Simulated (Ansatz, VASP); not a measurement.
**WSe2 in VASP and in Ansatz**

```
W Se
1.0
     3.18938    0.00000    0.00000
    -1.59469    2.76209    0.00000
     0.00000    0.00000    7.40479
W Se
1 2
Direct
  0.00000 0.00000 0.00000
  0.33333 0.66667 0.26435
  0.33333 0.66667 0.73565
```

Alike in both runs: task single point; functional PBE; dispersion D3(BJ); k mesh 9 × 9 × 4; occupations gaussian, width 0.05 eV; no spin polarisation.

```csv
,VASP,Ansatz
version,VASP 6.6.1,Ansatz 0.2.0
potentials or method,"VASP PAW PBE potentials, release 64 (W_sv, Se), cutoff 520 eV","scalar-relativistic, plane waves, PAW"
valence electrons in the cell,26,46
```

|  | VASP | Ansatz | Ansatz less VASP |
| --- | --- | --- | --- |
| gap on the k mesh at the Fermi level (eV) | 0.55 | 0.54 | -0.001 |
| least direct gap on the mesh (eV) | 1.01 | 1.01 | 0.000 |
| pressure (GPa) | -11.2 | -11.4 | -0.17 |
| traceless stress, the component that is largest in VASP (GPa) | -17.24 | -17.29 | -0.055 |
| rms of the force components (eV/Å) | 1.417 | 1.428 | +0.0116 |

Atom by atom the forces differ by 0.012 eV/Å (rms over components). VASP's potentials hold 26 valence electrons a cell and Ansatz's 46, so a difference there can come from the potentials and not from the codes.

Spin-orbit coupling is off throughout.
